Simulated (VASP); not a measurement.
Input of a VASP 6.6.1 run:

INCAR

```
PREC     = Accurate       # precision mode
ENCUT    = 520            # plane-wave cutoff, eV
EDIFF    = 1E-7           # SCF threshold, eV
ISMEAR   = -1             # smearing method
SIGMA    = 0.03           # smearing width, eV
LREAL    = False          # projectors in reciprocal space
LASPH    = True           # aspherical terms in the spheres
NELM     = 80             # most SCF steps
ALGO     = Normal         # electronic algorithm
ISIF     = 2              # what is computed and relaxed
LWAVE    = False          # write WAVECAR
LCHARG   = False          # write CHGCAR
GGA      = PS             # functional
NBANDS   = 7              # bands
```

File KPOINTS:

```
regular mesh
0
Gamma
  23 23 23
```

Contents of POSCAR:

```
Be
1.0
   -1.2531209513      1.2531209513      1.2531209513
    1.2531209513     -1.2531209513      1.2531209513
    1.2531209513      1.2531209513     -1.2531209513
Be
1
Direct
    0.0000000000      0.0000000000      0.0000000000
```

Potentials or basis: VASP PAW PBE potentials, release 64 (Be).

The run is started by

```console
$ cat potpaw_PBE.64/Be/POTCAR > POTCAR
$ mpirun -np 1 vasp_std > vasp.out
```

(1) What does it give for the band gap on the k mesh?

(2) Estimate the pressure.

Answers

(1) zero (band 1 reaches 11.44 eV, above the bottom of band 2 at 6.59 eV).

(2) -1.6 GPa.

Caveat: the PAW data sets were made with another functional, which shifts forces and pressure a little.
